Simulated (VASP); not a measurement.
The system is EuMn.

```
Eu Mn
1.0
     3.75956    0.00000    0.00000
     0.00000    3.75956    0.00000
     0.00000    0.00000    3.75956
Eu Mn
1 1
Direct
  0.00000 0.00000 0.00000
  0.50000 0.50000 0.50000
```

Base run:

```yaml
Program: VASP 6.6.1
Functional: PBE
Dispersion: D3(BJ)
Potentials_or_basis: VASP PAW PBE potentials, release 64 (Eu, Mn_pv)
Cutoff: 520 eV
k_mesh: 8 × 8 × 8
Occupations: gaussian, width 0.05 eV
Spin: collinear spin, ferrimagnetic start
Starting_moments: "[7.0, -3.5] μB"
Hubbard_terms: Eu f U = 6.0 eV
```

Its results: pressure -1.4 GPa; net moment 3.56 μB per cell; site moments Eu +6.83; Mn -3.83 μB.

Q: The run is repeated on the same cell with these changes: dispersion from D3(BJ) to none. What comes out?

A: Pressure 0.0 GPa; net moment 3.56 μB per cell; site moments Eu +6.83; Mn -3.83 μB.

Dispersion adds attraction, which lowers the pressure at fixed volume and, as a term added to the energy, leaves the levels alone.

Caveats: spin-orbit coupling is left out, which moves the levels of the heavy elements.
